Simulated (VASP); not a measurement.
Wanted: the native input for a VASP 6.6.1 run.

- Task: single point
- Functional: r2SCAN
- Potentials or basis: VASP PAW PBE potentials, release 64 (Ti_sv)
- Cutoff: 520 eV
- k mesh: 20 × 20 × 20
- Occupations: gaussian, width 0.15 eV
- Spin: no spin polarisation
- Dipole correction: no
- Further INCAR settings: ALGO = Normal; EDIFF = 1e-07; NBANDS = 12

Crystal: Ti.

```
Ti
1.0
    -1.59177    1.59177    1.64100
     1.59177   -1.59177    1.64100
     1.59177    1.59177   -1.64100
Ti
1
Direct
  0.00000 0.00000 0.00000
```

This cell differs from its parent crystal: strain -0.0300 x Voigt [1, 1, 0, 0, 0, 0].

These files were run (other wordings do the same):

POSCAR

```
Ti
1.0
   -1.5917700000      1.5917700000      1.6410000000
    1.5917700000     -1.5917700000      1.6410000000
    1.5917700000      1.5917700000     -1.6410000000
Ti
1
Direct
    0.0000000000      0.0000000000      0.0000000000
```

INCAR.step1

```
SYSTEM = Ti
PREC = Accurate
ENCUT = 520
ISMEAR = 0
SIGMA = 0.15
LREAL = .False.
LASPH = .True.
NELM = 100
NBANDS = 12
GGA = PE
ALGO = Normal
EDIFF = 1E-4
LWAVE = .True.
LCHARG = .False.
```

INCAR.step2

```
SYSTEM = Ti
PREC = Accurate
ENCUT = 520
EDIFF = 1E-7
ISMEAR = 0
SIGMA = 0.15
LREAL = .False.
LASPH = .True.
NELM = 100
ALGO = Normal
ISIF = 2
LWAVE = .False.
LCHARG = .False.
METAGGA = R2SCAN
LMIXTAU = .True.
NBANDS = 12
ISTART = 1
```

KPOINTS

```
Automatic mesh
0
Gamma
  20 20 20
  0 0 0
```

Potentials or basis: VASP PAW PBE potentials, release 64 (Ti_sv).

Run with:

```sh
$ cat potpaw_PBE.64/Ti_sv/POTCAR > POTCAR
$ cp INCAR.step1 INCAR
$ mpirun -np 1 vasp_std > vasp.out
$ cp INCAR.step2 INCAR
$ mpirun -np 1 vasp_std > vasp.out
```

Results of the run:

- Pressure: 4.5 GPa
- Band gap on the k mesh: zero (bands 6 and 7 overlap by 1.83 eV)

Caveat: the cell differs from its parent crystal (strain -0.0300 x Voigt [1, 1, 0, 0, 0, 0]); the cell stands under pressure; the PAW data sets were made with another functional, which shifts forces and pressure a little.

Wall time 12 min on 1 thread of Intel(R) Xeon(R) Platinum 8259CL CPU @ 2.50GHz (Skylake/Cascade Lake), with other jobs on the host, peak memory 0.25 GiB.
